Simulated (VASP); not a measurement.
**KZn3: relaxation of cell and atoms with PBE**

KZn3:

```
CELL_PARAMETERS angstrom
4.23913 0.00000 0.00000
0.00000 4.23913 0.00000
0.00000 0.00000 4.19555
ATOMIC_POSITIONS crystal
K 0.00000 0.00000 0.00000
Zn 0.00000 0.50000 0.50000
Zn 0.50000 0.00000 0.50000
Zn 0.50000 0.50000 0.00000
```

```json
{
 "Program": "VASP 6.6.1",
 "Task": "relaxation of cell and atoms",
 "Functional": "PBE",
 "Potentials or basis": "VASP PAW PBE potentials, release 64 (K_sv, Zn)",
 "Cutoff": "600 eV",
 "k mesh": "4 × 4 × 4",
 "Occupations": "gaussian, width 0.1 eV",
 "Spin": "no spin polarisation",
 "Dipole correction": "no",
 "Further INCAR settings": "ALGO = Normal; EDIFF = 1e-07; IBRION = 2; EDIFFG = -0.04; NSW = 90; ISIF = 3"
}
```

- Relaxed volume: 24.97 Å³/atom
- Relaxed cell: a = 4.656 Å, b = 4.656 Å, c = 4.606 Å, α = 90.00°, β = 90.00°, γ = 90.00°
- Space group after relaxing (to 0.1 Å): Pm-3m (No. 221)
- Energy gained by relaxing: 148.1 meV/atom
- Ionic steps: 5
- Pressure after relaxing: 0.0 GPa
- Band gap on the k mesh: zero (an odd number of electrons rules out a gap without spin polarisation)

Stress tensor (GPa, compression positive):
```
-0.04  0.00  0.00
 0.00 -0.04  0.00
 0.00  0.00  0.17
```

The path:
```tsv
step	energy change (eV)	largest force (eV/Å)	pressure (GPa)	volume (Å³)
1	0.0000	0.0000	10.20	75.39
2	-0.5150	0.0000	2.69	89.27
3	-0.5846	0.0000	0.71	96.10
4	-0.5919	0.0000	0.16	98.92
5	-0.5925	0.0000	0.03	99.86
```

Final structure:
```xyz
4
Lattice="4.6564 0.0000 0.0000 0.0000 4.6564 0.0000 0.0000 0.0000 4.6058" Properties=species:S:1:pos:R:3 pbc="T T T"
K     0.0000    0.0000    0.0000
Zn    0.0000    2.3282    2.3029
Zn    2.3282    0.0000    2.3029
Zn    2.3282    2.3282    0.0000
```

Levels at points of the mesh, in eV from the Fermi level:
```csv
k point,band 20,band 21,band 22,band 23,band 24,band 25
"(0.00, 0.00, 0.00)",-6.85,-0.93,-0.81,0.40,0.40,0.52
"(0.50, 0.00, 0.00)",-5.33,-4.61,0.09,0.91,1.02,1.60
"(0.50, 0.50, 0.00)",-4.25,-3.38,-3.38,-1.35,2.39,2.39
"(0.00, 0.00, 0.50)",-5.28,-4.58,0.03,0.93,0.93,1.56
"(0.50, 0.00, 0.50)",-4.22,-3.35,-3.33,-1.35,2.30,2.34
"(0.50, 0.50, 0.50)",-2.81,-2.81,-2.79,-1.61,-0.33,-0.33
```

Wall time 110 s on 1 thread of AMD EPYC 9R45 96-Core Processor (Zen 5), with other jobs on the host, peak memory 0.2 GiB.

Caveat: the k points lie up to 0.34 Å⁻¹ apart in the final cell, too coarse for converged energies and pressures of a metal; the volume moved by over 15 % at a fixed basis, so the end points are rough.
